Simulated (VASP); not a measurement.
# B2O (P-3m1) in VASP: a series of runs

B2O is run at these levels: PBE+D3(BJ), r2SCAN; tasks: single point.

Program: VASP 6.6.1. These are calculated values, not measurements. Logs are shortened: lines on timing, memory, paths and dates and some standing lists are left out, and cuts for length are marked.

**1. The cell of the first run**

It takes space group P-3m1 (No. 164, trigonal). Conventional cell: a = 2.545 Å, b = 2.545 Å, c = 9.661 Å, α = 90.00°, β = 90.00°, γ = 120.00°. Within 2.1 Å of B (site symmetry 3m) lie 3 O at 1.57 Å and 1 B at 1.74 Å. B (site symmetry 3m) has 3 B at 1.58 Å within 2.1 Å. Within 2.1 Å of O (site symmetry 3m) lie 3 B at 1.57 Å.

**2. Single point, PBE+D3(BJ)**

File INCAR:

```
SYSTEM = B2O
ALGO = Normal
EDIFF = 1E-6
ENCUT = 520
GGA = PE
ISIF = 2
ISMEAR = 0
IVDW = 12
LASPH = .True.
LCHARG = .True.
LELF = .True.
LREAL = .False.
LVHAR = .True.
LWAVE = .False.
NBANDS = 21
NELM = 100
PREC = Accurate
SIGMA = 0.1
```

File KPOINTS:

```
k-points
0
Gamma
  18 18 4
  0 0 0
```

File POSCAR:

```
B2O
1.0
    2.5453543051      0.0000000000      0.0000000000
   -1.2726771526      2.2043414899      0.0000000000
    0.0000000000      0.0000000000      9.6611509440
B O
4 2
Direct
    0.0000000000      0.0000000000      0.4097500172
    0.0000000000      0.0000000000      0.5902499828
    0.6666666667      0.3333333333      0.0294197153
    0.3333333333      0.6666666667      0.9705802847
    0.6666666667      0.3333333333      0.3523319061
    0.3333333333      0.6666666667      0.6476680939
```

Potentials or basis: VASP PAW PBE potentials, release 64 (B, O).

Command:

```console
> cat potpaw_PBE.64/B/POTCAR potpaw_PBE.64/O/POTCAR > POTCAR
> mpirun -np 1 vasp_std > vasp.out
```

OUTCAR:

```text
SYSTEM = B2O
   EDIFF = 1E-6
   ENCUT = 520
   GGA = PE
   ISIF = 2
   ISMEAR = 0
   IVDW = 12
   LASPH = .True.
   LREAL = .False.
   NELM = 100
   PREC = Accurate
 IVDW          = 12

 ion  position               nearest neighbor table
   1  0.000  0.000  0.410-   5 1.57   5 1.57   5 1.57   2 1.74
   2  0.000  0.000  0.590-   6 1.57   6 1.57   6 1.57   1 1.74
   3  0.667  0.333  0.029-   4 1.58   4 1.58   4 1.58
   4  0.333  0.667  0.971-   3 1.58   3 1.58   3 1.58
   5  0.667  0.333  0.352-   1 1.57   1 1.57   1 1.57
   6  0.333  0.667  0.648-   2 1.57   2 1.57   2 1.57

  LATTYP: Found a hexagonal cell.
 ALAT       =     2.5453543051
 C/A-ratio  =     3.7956016279

  Lattice vectors:

 A1 = (   2.5453543051,   0.0000000000,   0.0000000000)
 A2 = (  -1.2726771526,   2.2043414899,   0.0000000000)
 A3 = (   0.0000000000,   0.0000000000,   9.6611509440)

Analysis of symmetry for initial positions (statically):
=====================================================================
 Subroutine PRICEL returns:
 Original cell was already a primitive cell.

 Routine SETGRP: Setting up the symmetry group for a
 hexagonal supercell.

 Subroutine GETGRP returns: Found 12 space group operations
 (whereof 12 operations were pure point group operations)
 out of a pool of 24 trial point group operations.

The static configuration has the point symmetry D_3d.

Analysis of symmetry for dynamics (positions and initial velocities):
=====================================================================
 Subroutine PRICEL returns:
 Original cell was already a primitive cell.

 Routine SETGRP: Setting up the symmetry group for a
 hexagonal supercell.

 Subroutine GETGRP returns: Found 12 space group operations
 (whereof 12 operations were pure point group operations)
 out of a pool of 24 trial point group operations.

The dynamic configuration has the point symmetry D_3d.

 Subroutine INISYM returns: Found 12 space group operations
 (whereof 12 operations are pure point group operations),
 and found     1 'primitive' translations

----------------------------------------------------------------------------------------

                                     Primitive cell

  volume of cell :      54.2071

  direct lattice vectors                    reciprocal lattice vectors
     2.545354305  0.000000000  0.000000000     0.392872614  0.226825110  0.000000000
    -1.272677153  2.204341490  0.000000000     0.000000000  0.453650219  0.000000000
     0.000000000  0.000000000  9.661150944     0.000000000  0.000000000  0.103507336

  length of vectors
     2.545354305  2.545354305  9.661150944     0.453650219  0.453650219  0.103507336

  position of ions in fractional coordinates (direct lattice)
     0.000000000  0.000000000  0.409750017
     0.000000000  0.000000000  0.590249983
     0.666666667  0.333333333  0.029419715
     0.333333333  0.666666667  0.970580285
     0.666666667  0.333333333  0.352331906
     0.333333333  0.666666667  0.647668094

  ion indices of the primitive-cell ions
   primitive index   ion index
                 1           1
                 2           2
                 3           3
                 4           4
                 5           5
                 6           6

----------------------------------------------------------------------------------------

 KPOINTS: k-points

Automatic generation of k-mesh.
 Grid dimensions read from file:
 generate k-points for:   18   18    4

 Generating k-lattice:

  Cartesian coordinates                     Fractional coordinates (reciprocal lattice)
     0.021826256  0.012601395  0.000000000     0.055555556  0.000000000  0.000000000
     0.000000000  0.025202790  0.000000000     0.000000000  0.055555556  0.000000000
     0.000000000  0.000000000  0.025876834     0.000000000  0.000000000  0.250000000

  Length of vectors
     0.025202790  0.025202790  0.025876834

  Shift w.r.t. Gamma in fractional coordinates (k-lattice)
     0.000000000  0.000000000  0.000000000

 Subroutine IBZKPT returns following result:
 ===========================================

 Found    138 irreducible k-points:

 Following reciprocal coordinates:
            Coordinates               Weight
  0.000000  0.000000  0.000000      1.000000
  0.055556  0.000000  0.000000      6.000000
  0.111111  0.000000  0.000000      6.000000
  0.166667  0.000000  0.000000      6.000000
  0.222222  0.000000  0.000000      6.000000
  0.277778  0.000000  0.000000      6.000000
[... 16 lines left out ...]
  0.333333  0.111111  0.000000     12.000000
  0.388889  0.111111  0.000000     12.000000
 [... further k-points ...]
   k-points           NKPTS =    138   k-points in BZ     NKDIM =    138   number of bands    NBANDS=     21
   number of dos      NEDOS =    301   number of ions     NIONS =      6
   total plane-waves  NPLWV =  28800
   dimension x,y,z NGX =    20 NGY =   20 NGZ =   72
   dimension x,y,z NGXF=    40 NGYF=   40 NGZF=  144
   ions per type =               4   2
   NGX,Y,Z   is equivalent  to a cutoff of  13.06, 13.06, 12.39 a.u.
   NGXF,Y,Z  is equivalent  to a cutoff of  26.13, 26.13, 24.78 a.u.
 SYSTEM =  B2O
   PREC   = accura    normal or accurate (medium, high low for compatibility)
   ISTART =      0    job   : 0-new  1-cont  2-samecut
   ICHARG =      2    charge: 1-file 2-atom 10-const
   ISPIN  =      1    spin polarized calculation?
   LNONCOLLINEAR =      F non collinear calculations
   LSORBIT =      F    spin-orbit coupling
   LASPH  =      T    aspherical Exc in radial PAW
   ENCUT  =  520.0 eV  38.22 Ry    6.18 a.u.   4.73  4.73 17.96*2*pi/ulx,y,z
   NELM   =    100;   NELMIN=  2; NELMDL= -5     # of ELM steps
   EDIFF  = 0.1E-05   stopping-criterion for ELM
   LREAL  =      F    real-space projection
   EDIFFG = 0.1E-04   stopping-criterion for IOM
   NSW    =      0    number of steps for IOM
   IBRION =     -1    ionic relax: 0-MD 1-quasi-New 2-CG
   NFREE  =      0    steps in history (QN), initial steepest desc. (CG)
   ISIF   =      2    stress and relaxation
   ISYM   =      2    0-nonsym 1-usesym 2-fastsym
   POTIM  = 0.5000    time-step for ionic-motion
   TEBEG  =    0.0;   TEEND  =   0.0 temperature during run
   PSTRESS=    0.0 pullay stress
   NELECT =      24.0000    total number of electrons
   NUPDOWN=      -1.0000    fix difference up-down
   EMIN   =  10.00;   EMAX   =-10.00  energy-range for DOS
   EFERMI =   0.00;   METHOD = LEGACY
   ISMEAR =     0;   SIGMA  =   0.10  broadening in eV -4-tet -1-fermi 0-gaus
   EFERMI_NEDOS =   21; number of points for ismear=-14 and -15
   IALGO  =     38    algorithm
   IMIX   =      4    mixing-type and parameters
     AMIX     =   0.40;   BMIX     =  1.00
     AMIX_MAG =   1.60;   BMIX_MAG =  1.00
  volume/ion in A,a.u.               =       9.03        60.97
  Fermi-wavevector in a.u.,A,eV,Ry     =   1.247747  2.357900 21.182542  1.556873
  Thomas-Fermi vector in A             =   2.381865
   LORBIT       =      0    0 simple, 1 ext, 2 COOP (PROOUT), +10 PAW based schemes
   GGA     = PE    functional components
   LHFCALC =     F    Hartree Fock is set to
   AEXX    =    0.0000 exact exchange contribution
   IVDW    =    12    specifies the selected vdW correction
   LEPSILON=     F    determine dielectric tensor
   LRPA    =     F    only Hartree local field effects (RPA)
 non-spin polarized calculation
 Gauss-broadening in eV      SIGMA  =   0.10
  energy-cutoff  :      520.00
  volume of cell :       54.21
 maximum number of plane-waves:      1488
   NGX =  9   NGY =  9   NGZ = 35

 number of electron      23.9999998 magnetization

 Free energy of the ion-electron system (eV)
  ---------------------------------------------------
  ext. energy  EPLUGINS =         0.00000000
  ---------------------------------------------------
  free energy    TOTEN  =       -39.57070388 eV

  energy without entropy =      -39.56516220  energy(sigma->0) =      -39.56793304

 E-fermi :   4.4729     XC(G=0): -10.2434

 val. band max:        4.4208455323   @ k =   0.1667   0.1111   0.5000
 cond. band min:       4.4751422686   @ k =   0.4444   0.0000   0.0000
 fundamental gap:      0.0542967363
 Fermi energy:         4.4729092688

 k-point     1 :       0.0000    0.0000    0.0000
  band No.  band energies     occupation
      1     -19.9460      2.00000
      2     -19.4104      2.00000
      3      -8.4702      2.00000
      4      -6.7858      2.00000
      5      -2.5967      2.00000
      6      -1.4367      2.00000
[... 13 lines left out ...]
     20      12.8000      0.00000
     21      13.9589      0.00000

 k-point     2 :       0.0556    0.0000    0.0000
  band No.  band energies     occupation
      1     -19.8966      2.00000
      2     -19.3646      2.00000
      3      -8.4009      2.00000
      4      -6.7212      2.00000
      5      -2.5670      2.00000
      6      -1.7129      2.00000
[... 13 lines left out ...]
     20      12.9417      0.00000
     21      14.0167      0.00000

 k-point     3 :       0.1111    0.0000    0.0000
  band No.  band energies     occupation
      1     -19.7505      2.00000
      2     -19.2298      2.00000
      3      -8.1933      2.00000
      4      -6.5318      2.00000
      5      -2.5803      2.00000
      6      -2.4002      2.00000
[... 13 lines left out ...]
     20      13.3433      0.00000
     21      14.1419      0.00000

 k-point     4 :       0.1667    0.0000    0.0000
  band No.  band energies     occupation
      1     -19.5147      2.00000
      2     -19.0139      2.00000
      3      -7.8477      2.00000
      4      -6.2371      2.00000
      5      -3.4204      2.00000
      6      -3.1680      2.00000
[... 13 lines left out ...]
     20      13.9400      0.00000
     21      14.2462      0.00000

 k-point     5 :       0.2222    0.0000    0.0000
  band No.  band energies     occupation
      1     -19.2022      2.00000
      2     -18.7311      2.00000
      3      -7.3652      2.00000
      4      -5.9171      2.00000
      5      -4.4796      2.00000
      6      -4.0630      2.00000
[... 13 lines left out ...]
     20      14.2573      0.00000
     21      14.6412      0.00000

 k-point     6 :       0.2778    0.0000    0.0000
  band No.  band energies     occupation
      1     -18.8342      2.00000
      2     -18.4051      2.00000
      3      -6.7473      2.00000
      4      -5.9928      2.00000
      5      -5.4917      2.00000
      6      -4.5087      2.00000
[... 13 lines left out ...]
     20      14.2048      0.00000
     21      14.9237      0.00000

 k-point     7 :       0.3333    0.0000    0.0000
  band No.  band energies     occupation
      1     -18.4440      2.00000
      2     -18.0715      2.00000
      3      -6.7355      2.00000
      4      -6.3823      2.00000
      5      -5.9945      2.00000
      6      -4.1278      2.00000
[... 13 lines left out ...]
     20      14.6394      0.00000
     21      14.8578      0.00000
[... 291 lines left out ...]
      1     -19.0736      2.00000
      2     -18.6158      2.00000
      3      -7.1588      2.00000
      4      -5.8218      2.00000
      5      -4.6030      2.00000
      6      -4.2968      2.00000
[... 13 lines left out ...]
     20      14.5066      0.00000
     21      15.0724      0.00000

 k-point    21 :       0.2222    0.1111    0.0000
  band No.  band energies     occupation
      1     -18.7164      2.00000
      2     -18.3018      2.00000
      3      -6.5417      2.00000
      4      -6.0168      2.00000
      5      -5.5198      2.00000
      6      -4.4540      2.00000
[... 13 lines left out ...]
     20      14.3751      0.00000
     21      15.0381      0.00000

 k-point    22 :       0.2778    0.1111    0.0000
  band No.  band energies     occupation
      1     -18.3389      2.00000
      2     -17.9820      2.00000
      3      -6.7012      2.00000
      4      -6.3443      2.00000
      5      -5.7908      2.00000
      6      -4.0409      2.00000
[... 13 lines left out ...]
     20      14.2514      0.00000
     21      15.1174      0.00000

 k-point    23 :       0.3333    0.1111    0.0000
  band No.  band energies     occupation
      1     -17.9882      2.00000
      2     -17.7032      2.00000
      3      -7.3806      2.00000
      4      -7.0170      2.00000
      5      -4.9119      2.00000
      6      -3.9405      2.00000
[... 13 lines left out ...]
     20      14.7893      0.00000
     21      15.2901      0.00000

 k-point    24 :       0.3889    0.1111    0.0000
  band No.  band energies     occupation
      1     -17.7264      2.00000
      2     -17.5167      2.00000
      3      -7.8495      2.00000
      4      -7.4669      2.00000
      5      -4.1140      2.00000
      6      -3.9108      2.00000
[... 13 lines left out ...]
     20      15.0621      0.00000
     21      15.6080      0.00000

 [... further k-points ...]

------------------------ aborting loop because EDIFF is reached ----------------------------------------

 Edisp (eV)   -0.79826

 E8    (eV) :    -0.2437

  FORCE on cell =-STRESS in cart. coord.  units (eV):
  Direction    XX          YY          ZZ          XY          YZ          ZX
  --------------------------------------------------------------------------------------
  -------------------------------------------------------------------------------------
  Total       0.17464     0.17464    -0.04246    -0.00000    -0.00000    -0.00000
  in kB       5.16185     5.16185    -1.25511    -0.00000    -0.00000    -0.00000
  external pressure =        3.02 kB  Pullay stress =        0.00 kB

 VOLUME and BASIS-vectors are now :
 -----------------------------------------------------------------------------
  energy-cutoff  :      520.00
  volume of cell :       54.21
      direct lattice vectors                 reciprocal lattice vectors
     2.545354305  0.000000000  0.000000000     0.392872614  0.226825110  0.000000000
    -1.272677153  2.204341490  0.000000000     0.000000000  0.453650219  0.000000000
     0.000000000  0.000000000  9.661150944     0.000000000  0.000000000  0.103507336

 POSITION                                       TOTAL-FORCE (eV/Angst)
 -----------------------------------------------------------------------------------
      0.00000      0.00000      3.95866        -0.000000     -0.000000     -0.012662
      0.00000      0.00000      5.70249        -0.000000      0.000000      0.012662
      1.27268      0.73478      0.28423         0.000000      0.000000      0.013286
     -0.00000      1.46956      9.37692        -0.000000      0.000000     -0.013286
      1.27268      0.73478      3.40393         0.000000     -0.000000      0.006692
     -0.00000      1.46956      6.25722        -0.000000      0.000000     -0.006692
 -----------------------------------------------------------------------------------
    total drift:                               -0.000000      0.000000      0.000000

  FREE ENERGIE OF THE ION-ELECTRON SYSTEM (eV)
  ---------------------------------------------------
  free  energy   TOTEN  =       -40.3689592193 eV

  energy  without entropy=      -40.3634175389  energy(sigma->0) =      -40.36618838
```

It took 3.2 min on 1 thread of Intel Xeon 8259CL, shared host; peak memory 0.27 GiB.

What came out:

```yaml
Free_energy: -40.3690 eV
Pressure: 0.3 GPa
Largest_force: 0.013 eV/Å
Band_gap_on_the_k_mesh: zero (bands 12 and 13 overlap by 4.24 eV)
Dispersion_energy_per_atom: -0.133 eV
```

Forces in eV/Å, atoms in the order of the input:
```
B    0.000  0.000 -0.013
B    0.000  0.000  0.013
B    0.000  0.000  0.013
B    0.000  0.000 -0.013
O    0.000  0.000  0.007
O    0.000  0.000 -0.007
```

Stress tensor (GPa, compression positive):
```
 0.52  0.00  0.00
 0.00  0.52  0.00
 0.00  0.00 -0.13
```

**3. Single point, r2SCAN**

POSCAR is that of step 2.

File INCAR.step1:

```
SYSTEM = B2O
PREC = Accurate
ENCUT = 520
ISMEAR = 0
SIGMA = 0.1
LREAL = .False.
LASPH = .True.
NELM = 60
NBANDS = 21
GGA = PE
ALGO = Normal
EDIFF = 1E-4
LWAVE = .True.
LCHARG = .False.
```

File INCAR.step2:

```
SYSTEM = B2O
PREC = Accurate
ENCUT = 520
EDIFF = 1E-7
ISMEAR = 0
SIGMA = 0.1
LREAL = .False.
LASPH = .True.
NELM = 60
ALGO = Normal
ISIF = 2
LWAVE = .False.
LCHARG = .True.
METAGGA = R2SCAN
LMIXTAU = .True.
LELF = .True.
LVHAR = .True.
NBANDS = 21
ISTART = 1
```

File KPOINTS:

```
Automatic mesh
0
Gamma
  18 18 4
  0 0 0
```

Potentials or basis: VASP PAW PBE potentials, release 64 (B, O).

Command:

```console
> cat potpaw_PBE.64/B/POTCAR potpaw_PBE.64/O/POTCAR > POTCAR
> cp INCAR.step1 INCAR
> mpirun -np 1 vasp_std > vasp.out
> cp INCAR.step2 INCAR
> mpirun -np 1 vasp_std > vasp.out
```

It took 14 min on 1 thread of Intel Xeon 8259CL, shared host; peak memory 0.26 GiB.

Results (log left out):

* Free energy: -44.4826 eV
* Pressure: 0.2 GPa
* Largest force: 0.249 eV/Å
* Band gap on the k mesh: zero (bands 12 and 13 overlap by 4.51 eV)

Forces in eV/Å, atoms in the order of the input:
```
B    0.000  0.000 -0.174
B    0.000  0.000  0.174
B    0.000  0.000 -0.141
B    0.000  0.000  0.141
O    0.000  0.000  0.249
O    0.000  0.000 -0.249
```

Stress tensor (GPa, compression positive):
```
 0.44  0.00  0.00
 0.00  0.44  0.00
 0.00  0.00 -0.35
```

Levels at points of the mesh, in eV from the Fermi level:
```tsv
k point	band 10	band 11	band 12	band 13	band 14	band 15
(0.00, 0.00, 0.00)	-4.75	-2.52	3.71	3.98	3.98	4.71
(0.50, 0.00, 0.00)	-7.02	-3.80	-0.07	0.92	2.31	3.45
(0.00, 0.00, 0.50)	-5.17	-2.14	3.30	3.98	3.98	5.27
(0.50, 0.00, 0.50)	-7.05	-3.78	-0.07	0.85	2.62	3.13
```

Caveat: the PAW data sets were made with another functional, which shifts forces and pressure a little.

The gap in the log of VASP goes by the Fermi energy; the results here count the filled bands.